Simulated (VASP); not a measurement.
Here is a VASP 6.6.1 calculation.

The input INCAR:

```
PREC = Accurate ; ENCUT = 520
EDIFF = 1E-6 ; ISMEAR = 0
SIGMA = 0.05 ; LREAL = F
LASPH = T ; NELM = 80
ALGO = Normal ; ISIF = 2
LWAVE = F ; LCHARG = T
GGA = PE ; LELF = T
LVHAR = T ; NBANDS = 12
```

The input KPOINTS:

```
regular mesh
0
Gamma
  9 9 5
```

Contents of POSCAR:

```
P
1.0
    2.7421868928      0.0000000000      0.0000000000
   -1.3710934464      2.3748035111      0.0000000000
    0.0000000000      0.0000000000      4.4047995001
P
2
Direct
    0.3333333333      0.6666666667      0.2500000000
    0.6666666667      0.3333333333      0.7500000000
```

Potentials or basis: VASP PAW PBE potentials, release 64 (P).

Run with:

```sh
$ cat potpaw_PBE.64/P/POTCAR > POTCAR
$ mpirun -np 1 vasp_std > vasp.out
```

**Question.** What does it give for the band gap on the k mesh?

**Answer.** Zero (band 5 reaches 15.19 eV, above the bottom of band 6 at 5.93 eV).

**Question.** Estimate the pressure.

**Answer.** -0.2 GPa.
